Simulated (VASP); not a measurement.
# GaP (R-3m) in VASP: a series of runs

Runs on GaP. Level: r2SCAN. Tasks: single point.

Everything below comes from runs of VASP 6.6.1. Logs are shortened: lines on timing, memory, paths and dates and some standing lists are left out, and cuts for length are marked.

**1. The cell of the first run**

It takes space group R-3m (No. 166, trigonal). The conventional cell has a = 3.886 Å, b = 3.886 Å, c = 19.292 Å, α = 90.00°, β = 90.00°, γ = 120.00°. Within 3.2 Å of Ga (site symmetry 3m) lie 3 P at 2.40 Å and 1 Ga at 2.49 Å. P (site symmetry 3m) has 1 P at 2.21 Å and 3 Ga at 2.40 Å within 2.9 Å.

**2. Single point, r2SCAN**

File POSCAR:

```
GaP
1.0
    1.9430150000      1.1218000000      6.4308100000
   -1.9430150000      1.1218000000      6.4308100000
    0.0000000000     -2.2436010000      6.4308100000
Ga P
2 2
Direct
    0.4353720000      0.4353720000      0.4353720000
    0.5646280000      0.5646280000      0.5646280000
    0.0573890000      0.0573890000      0.0573890000
    0.9426110000      0.9426110000      0.9426110000
```

File INCAR.step1:

```
PREC = Accurate
ENCUT = 520
ISMEAR = 0
SIGMA = 0.01
LREAL = F
LASPH = T
NELM = 100
NBANDS = 26
GGA = PE
ALGO = Normal
EDIFF = 1E-4
LWAVE = T
LCHARG = F
```

File INCAR.step2:

```
PREC = Accurate
ENCUT = 520
EDIFF = 1E-7
ISMEAR = 0
SIGMA = 0.01
LREAL = F
LASPH = T
NELM = 100
ALGO = Normal
ISIF = 2
LWAVE = F
LCHARG = F
METAGGA = R2SCAN
LMIXTAU = T
NBANDS = 26
ISTART = 1
```

File KPOINTS:

```
regular mesh
0
Gamma
  7 7 7
```

Potentials or basis: VASP PAW PBE potentials, release 64 (Ga_d, P).

The run is started by

```bash
$ cat potpaw_PBE.64/Ga_d/POTCAR potpaw_PBE.64/P/POTCAR > POTCAR
$ cp INCAR.step1 INCAR
$ mpirun -np 1 vasp_std > vasp.out
$ cp INCAR.step2 INCAR
$ mpirun -np 1 vasp_std > vasp.out
```

OUTCAR:

```text
PREC = Accurate
   ENCUT = 520
   EDIFF = 1E-7
   ISMEAR = 0
   LREAL = F
   LASPH = T
   NELM = 100
   ISIF = 2
   METAGGA = R2SCAN
   ISTART = 1

 ion  position               nearest neighbor table
   1  0.435  0.435  0.435-   3 2.40   3 2.40   3 2.40   2 2.49
   2  0.565  0.565  0.565-   4 2.40   4 2.40   4 2.40   1 2.49
   3  0.057  0.057  0.057-   4 2.21   1 2.40   1 2.40   1 2.40
   4  0.943  0.943  0.943-   3 2.21   2 2.40   2 2.40   2 2.40

  LATTYP: Found a trigonal (rhomboedric) cell.
 ALAT       =     6.8109514597
 COS(alpha) =     0.8372328435

  Lattice vectors:

 A1 = (   1.9430150000,   1.1218000000,   6.4308100000)
 A2 = (  -1.9430150000,   1.1218000000,   6.4308100000)
 A3 = (   0.0000000000,  -2.2436010000,   6.4308100000)

Analysis of symmetry for initial positions (statically):
=====================================================================
 Subroutine PRICEL returns:
 Original cell was already a primitive cell.

 Routine SETGRP: Setting up the symmetry group for a
 trigonal (rhombohedral) supercell.

 Subroutine GETGRP returns: Found 12 space group operations
 (whereof 12 operations were pure point group operations)
 out of a pool of 12 trial point group operations.

The static configuration has the point symmetry D_3d.

Analysis of symmetry for dynamics (positions and initial velocities):
=====================================================================
 Subroutine PRICEL returns:
 Original cell was already a primitive cell.

 Routine SETGRP: Setting up the symmetry group for a
 trigonal (rhombohedral) supercell.

 Subroutine GETGRP returns: Found 12 space group operations
 (whereof 12 operations were pure point group operations)
 out of a pool of 12 trial point group operations.

The dynamic configuration has the point symmetry D_3d.

 Subroutine INISYM returns: Found 12 space group operations
 (whereof 12 operations are pure point group operations),
 and found     1 'primitive' translations

----------------------------------------------------------------------------------------

                                     Primitive cell

  volume of cell :      84.1024

  direct lattice vectors                    reciprocal lattice vectors
     1.943015000  1.121800000  6.430810000     0.257332033  0.148570705  0.051833810
    -1.943015000  1.121800000  6.430810000    -0.257332033  0.148570705  0.051833810
     0.000000000 -2.243601000  6.430810000     0.000000000 -0.297141410  0.051833787

  length of vectors
     6.810951460  6.810951460  6.810951674     0.301628536  0.301628536  0.301628512

  position of ions in fractional coordinates (direct lattice)
     0.435372000  0.435372000  0.435372000
     0.564628000  0.564628000  0.564628000
     0.057389000  0.057389000  0.057389000
     0.942611000  0.942611000  0.942611000

  ion indices of the primitive-cell ions
   primitive index   ion index
                 1           1
                 2           2
                 3           3
                 4           4

----------------------------------------------------------------------------------------

 KPOINTS: regular mesh

Automatic generation of k-mesh.
 Grid dimensions read from file:
 generate k-points for:    7    7    7

 Generating k-lattice:

  Cartesian coordinates                     Fractional coordinates (reciprocal lattice)
     0.036761719  0.021224386  0.007404830     0.142857143  0.000000000  0.000000000
    -0.036761719  0.021224386  0.007404830     0.000000000  0.142857143  0.000000000
     0.000000000 -0.042448773  0.007404827    -0.000000000 -0.000000000  0.142857143

  Length of vectors
     0.043089791  0.043089791  0.043089787

  Shift w.r.t. Gamma in fractional coordinates (k-lattice)
     0.000000000  0.000000000  0.000000000

 Subroutine IBZKPT returns following result:
 ===========================================

 Found     44 irreducible k-points:

 Following reciprocal coordinates:
            Coordinates               Weight
  0.000000  0.000000  0.000000      1.000000
  0.142857  0.000000  0.000000      6.000000
  0.285714  0.000000  0.000000      6.000000
  0.428571  0.000000  0.000000      6.000000
  0.142857  0.142857  0.000000      6.000000
  0.285714  0.142857  0.000000     12.000000
[... 16 lines left out ...]
  0.285714  0.285714  0.142857      6.000000
  0.428571  0.285714  0.142857     12.000000
 [... further k-points ...]
   k-points           NKPTS =     44   k-points in BZ     NKDIM =     44   number of bands    NBANDS=     26
   number of dos      NEDOS =    301   number of ions     NIONS =      4
   total plane-waves  NPLWV = 157464
   dimension x,y,z NGX =    54 NGY =   54 NGZ =   54
   dimension x,y,z NGXF=   108 NGYF=  108 NGZF=  108
   ions per type =               2   2
   NGX,Y,Z   is equivalent  to a cutoff of  13.18, 13.18, 13.18 a.u.
   NGXF,Y,Z  is equivalent  to a cutoff of  26.36, 26.36, 26.36 a.u.
 SYSTEM =  unknown system
   PREC   = accura    normal or accurate (medium, high low for compatibility)
   ISTART =      1    job   : 0-new  1-cont  2-samecut
   ICHARG =      0    charge: 1-file 2-atom 10-const
   ISPIN  =      1    spin polarized calculation?
   LNONCOLLINEAR =      F non collinear calculations
   LSORBIT =      F    spin-orbit coupling
   LASPH  =      T    aspherical Exc in radial PAW
   ENCUT  =  520.0 eV  38.22 Ry    6.18 a.u.  12.66 12.66 12.66*2*pi/ulx,y,z
   NELM   =    100;   NELMIN=  2; NELMDL=  0     # of ELM steps
   EDIFF  = 0.1E-06   stopping-criterion for ELM
   LREAL  =      F    real-space projection
   EDIFFG = 0.1E-05   stopping-criterion for IOM
   NSW    =      0    number of steps for IOM
   IBRION =     -1    ionic relax: 0-MD 1-quasi-New 2-CG
   NFREE  =      0    steps in history (QN), initial steepest desc. (CG)
   ISIF   =      2    stress and relaxation
   ISYM   =      2    0-nonsym 1-usesym 2-fastsym
   POTIM  = 0.5000    time-step for ionic-motion
   TEBEG  =    0.0;   TEEND  =   0.0 temperature during run
   PSTRESS=    0.0 pullay stress
   NELECT =      36.0000    total number of electrons
   NUPDOWN=      -1.0000    fix difference up-down
   EMIN   =  10.00;   EMAX   =-10.00  energy-range for DOS
   EFERMI =   0.00;   METHOD = LEGACY
   ISMEAR =     0;   SIGMA  =   0.01  broadening in eV -4-tet -1-fermi 0-gaus
   EFERMI_NEDOS =   21; number of points for ismear=-14 and -15
   IALGO  =     38    algorithm
   IMIX   =      4    mixing-type and parameters
     AMIX     =   0.40;   BMIX     =  1.00
     AMIX_MAG =   1.60;   BMIX_MAG =  1.00
  volume/ion in A,a.u.               =      21.03       141.89
  Fermi-wavevector in a.u.,A,eV,Ry     =   1.233785  2.331515 20.711131  1.522225
  Thomas-Fermi vector in A             =   2.368501
   LORBIT       =      0    0 simple, 1 ext, 2 COOP (PROOUT), +10 PAW based schemes
   METAGGA = R2SCAN    functional components
   LHFCALC =     F    Hartree Fock is set to
   AEXX    =    0.0000 exact exchange contribution
   IVDW    =     0    specifies the selected vdW correction
   LEPSILON=     F    determine dielectric tensor
   LRPA    =     F    only Hartree local field effects (RPA)
 non-spin polarized calculation
 Gauss-broadening in eV      SIGMA  =   0.01
  energy-cutoff  :      520.00
  volume of cell :       84.10
 maximum number of plane-waves:      2279
 NGX is ok and might be reduce to    54
   NGX = 25   NGY = 25   NGZ = 25

 number of electron      36.0000008 magnetization

 Free energy of the ion-electron system (eV)
  ---------------------------------------------------
  ext. energy  EPLUGINS =         0.00000000
  ---------------------------------------------------
  free energy    TOTEN  =       -42.30389968 eV

  energy without entropy =      -42.30389968  energy(sigma->0) =      -42.30389968

 E-fermi :   4.5397     XC(G=0): -10.3691

 val. band max:        4.4384243886   @ k =   0.0000   0.0000   0.0000
 cond. band min:       5.6434859269   @ k =  -0.4286  -0.4286   0.1429
 fundamental gap:      1.2050615383
 Fermi energy:         4.5396831298

 k-point     1 :       0.0000    0.0000    0.0000
  band No.  band energies     occupation
      1     -10.7505      2.00000
      2     -10.6222      2.00000
      3     -10.6222      2.00000
      4     -10.6070      2.00000
      5     -10.6070      2.00000
      6     -10.5470      2.00000
[... 18 lines left out ...]
     25       9.1707      0.00000
     26      13.1438      0.00000

 k-point     2 :       0.1429    0.0000    0.0000
  band No.  band energies     occupation
      1     -10.7470      2.00000
      2     -10.6499      2.00000
      3     -10.6201      2.00000
      4     -10.6194      2.00000
      5     -10.5983      2.00000
      6     -10.5507      2.00000
[... 18 lines left out ...]
     25       9.8731      0.00000
     26      12.7418      0.00000

 k-point     3 :       0.2857    0.0000    0.0000
  band No.  band energies     occupation
      1     -10.7436      2.00000
      2     -10.6973      2.00000
      3     -10.6428      2.00000
      4     -10.6149      2.00000
      5     -10.5788      2.00000
      6     -10.5596      2.00000
[... 18 lines left out ...]
     25      11.3882      0.00000
     26      11.9447      0.00000

 k-point     4 :       0.4286    0.0000    0.0000
  band No.  band energies     occupation
      1     -10.7510      2.00000
      2     -10.7204      2.00000
      3     -10.6553      2.00000
      4     -10.6128      2.00000
      5     -10.5672      2.00000
      6     -10.5632      2.00000
[... 18 lines left out ...]
     25      11.6748      0.00000
     26      11.6949      0.00000
[... 496 lines left out ...]
      1     -10.7450      2.00000
      2     -10.6897      2.00000
      3     -10.6479      2.00000
      4     -10.6169      2.00000
      5     -10.5780      2.00000
      6     -10.5593      2.00000
[... 18 lines left out ...]
     25      11.2584      0.00000
     26      11.8768      0.00000

 k-point    23 :       0.2857    0.2857    0.1429
  band No.  band energies     occupation
      1     -10.7450      2.00000
      2     -10.6424      2.00000
      3     -10.6268      2.00000
      4     -10.6205      2.00000
      5     -10.5985      2.00000
      6     -10.5512      2.00000
[... 18 lines left out ...]
     25      10.3824      0.00000
     26      11.4376      0.00000

 k-point    24 :       0.4286    0.2857    0.1429
  band No.  band energies     occupation
      1     -10.7382      2.00000
      2     -10.6817      2.00000
      3     -10.6427      2.00000
      4     -10.6139      2.00000
      5     -10.5896      2.00000
      6     -10.5537      2.00000
[... 18 lines left out ...]
     25      10.3972      0.00000
     26      11.8844      0.00000

 [... further k-points ...]

------------------------ aborting loop because EDIFF is reached ----------------------------------------

  FORCE on cell =-STRESS in cart. coord.  units (eV):
  Direction    XX          YY          ZZ          XY          YZ          ZX
  --------------------------------------------------------------------------------------
  -------------------------------------------------------------------------------------
  Total       -1.2752147     -1.2752150     -1.3162659      0.0000000      0.0000001      0.0000000
  in kB      -24.2932295    -24.2932339    -25.0752667      0.0000000      0.0000013      0.0000000
  external PRESSURE =     -24.5539100 kB  Pullay stress =       0.0000000 kB

 VOLUME and BASIS-vectors are now :
 -----------------------------------------------------------------------------
  energy-cutoff  :      520.00
  volume of cell :       84.10
      direct lattice vectors                 reciprocal lattice vectors
     1.943015000  1.121800000  6.430810000     0.257332033  0.148570705  0.051833810
    -1.943015000  1.121800000  6.430810000    -0.257332033  0.148570705  0.051833810
     0.000000000 -2.243601000  6.430810000     0.000000000 -0.297141410  0.051833787

 POSITION                                       TOTAL-FORCE (eV/Angst)
 -----------------------------------------------------------------------------------
      0.00000     -0.00000      8.39938         0.000000     -0.000000      0.059878
      0.00000     -0.00000     10.89305         0.000000      0.000000     -0.059878
      0.00000     -0.00000      1.10717         0.000000      0.000000     -0.007452
      0.00000     -0.00000     18.18526         0.000000     -0.000000      0.007452
 -----------------------------------------------------------------------------------
    total drift:                                0.000000      0.000000      0.000000

  FREE ENERGIE OF THE ION-ELECTRON SYSTEM (eV)
  ---------------------------------------------------
  free  energy   TOTEN  =       -42.3038996827 eV

  energy  without entropy=      -42.3038996827  energy(sigma->0) =      -42.30389968
```

Wall time 12 min (1 thread of Intel Xeon 6975P-C (Granite Rapids), shared host); peak memory 0.44 GiB.

Results:

* Free energy: -42.3039 eV
* Pressure: -2.5 GPa
* Largest force: 0.060 eV/Å
* Band gap on the k mesh: 1.21 eV (least direct gap 1.48 eV)

Forces in eV/Å, atoms in the order of the input:
```
Ga   0.000  0.000  0.060
Ga   0.000  0.000 -0.060
P    0.000  0.000 -0.007
P    0.000  0.000  0.007
```

Caveat: the PAW data sets were made with another functional, which shifts forces and pressure a little; an odd mesh through Γ misses points on the zone boundary, where band edges can lie.

**3. Single point, r2SCAN**

POSCAR is that of step 2.

File INCAR.step1:

```
ALGO = Normal
EDIFF = 1E-4
ENCUT = 520
GGA = PE
ISMEAR = 0
LASPH = True
LCHARG = False
LREAL = False
LWAVE = True
NBANDS = 26
NELM = 100
PREC = Accurate
SIGMA = 0.01
```

File INCAR.step2:

```
ALGO = Normal
EDIFF = 1E-7
ENCUT = 520
ISIF = 2
ISMEAR = 0
ISTART = 1
LASPH = True
LCHARG = False
LMIXTAU = True
LREAL = False
LWAVE = False
METAGGA = R2SCAN
NBANDS = 26
NELM = 100
PREC = Accurate
SIGMA = 0.01
```

File KPOINTS:

```
k-points
0
Gamma
  8 8 8
```

Potentials or basis: VASP PAW PBE potentials, release 64 (Ga_d, P).

The run is started by

```bash
$ cat potpaw_PBE.64/Ga_d/POTCAR potpaw_PBE.64/P/POTCAR > POTCAR
$ cp INCAR.step1 INCAR
$ mpirun -np 1 vasp_std > vasp.out
$ cp INCAR.step2 INCAR
$ mpirun -np 1 vasp_std > vasp.out
```

Run time: 18 min. Hardware: 1 thread of Intel Xeon 6975P-C (Granite Rapids), shared host; peak memory 0.47 GiB.

Results (log left out):

```
Free energy            : -42.3068 eV
Pressure               : -2.5 GPa
Largest force          : 0.061 eV/Å
Band gap on the k mesh : 1.08 eV (least direct gap 1.48 eV)
```

Forces on the atoms (eV/Å):
```
Ga   0.000  0.000  0.061
Ga   0.000  0.000 -0.061
P    0.000  0.000 -0.008
P    0.000  0.000  0.008
```

Levels at points of the mesh, in eV from the valence-band top:
| k point | band 14 | band 15 | band 16 | band 17 | band 18 | band 19 | band 20 | band 21 | band 22 | band 23 |
| --- | --- | --- | --- | --- | --- | --- | --- | --- | --- | --- |
| (0.00, 0.00, 0.00) | -1.89 | -1.89 | -0.24 | 0.00 | 0.00 | 1.48 | 1.95 | 3.04 | 3.94 | 3.94 |
| (0.50, 0.00, 0.00) | -5.69 | -4.62 | -2.96 | -2.72 | -1.81 | 1.91 | 3.02 | 4.01 | 4.83 | 6.67 |
| (0.50, 0.50, 0.00) | -6.94 | -3.95 | -3.23 | -1.26 | -0.52 | 1.08 | 1.77 | 1.85 | 4.35 | 4.43 |
| (0.50, 0.50, 0.50) | -3.77 | -1.79 | -1.79 | -0.26 | -0.26 | 1.50 | 2.73 | 4.14 | 4.14 | 5.39 |

Caveat: the PAW data sets were made with another functional, which shifts forces and pressure a little.
